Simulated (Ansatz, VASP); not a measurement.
**SiO2: VASP beside Ansatz**

```
CELL_PARAMETERS angstrom
0.00000 2.32779 2.26417
2.32779 0.00000 2.26417
2.32779 2.32779 0.00000
ATOMIC_POSITIONS crystal
Si 0.00000 0.00000 0.00000
O 0.25000 0.25000 0.25000
O 0.75000 0.75000 0.75000
```

Change from the starting cell: biaxial_xy strain +2.8%.

Alike in both runs: task single point; functional HSE06; k mesh 6 × 6 × 6; no spin polarisation.

|  | VASP | Ansatz |
| --- | --- | --- |
| version | VASP 6.6.1 | Ansatz 0.2.0 |
| potentials or method | VASP PAW PBE potentials, release 64 (Si, O) | plane waves, PAW |
| plane-wave cutoff (eV) | 520 | 420 |
| occupations | gaussian, width 0.01 eV | fixed |
| valence electrons in the cell | 16 | 16 |

Ansatz gave:

- gap on the k mesh at the Fermi level (eV): 2.69
- pressure (GPa): -19.0
- traceless stress, the component that is largest in VASP (GPa): 18.73

Problem. Which values does VASP return?

Solution. gap on the k mesh at the Fermi level (eV): 2.65; pressure (GPa): -18.7; traceless stress, the component that is largest in VASP (GPa): 18.70.

Ansatz's warnings: stress exchange threshold loose, stress scf threshold loose.
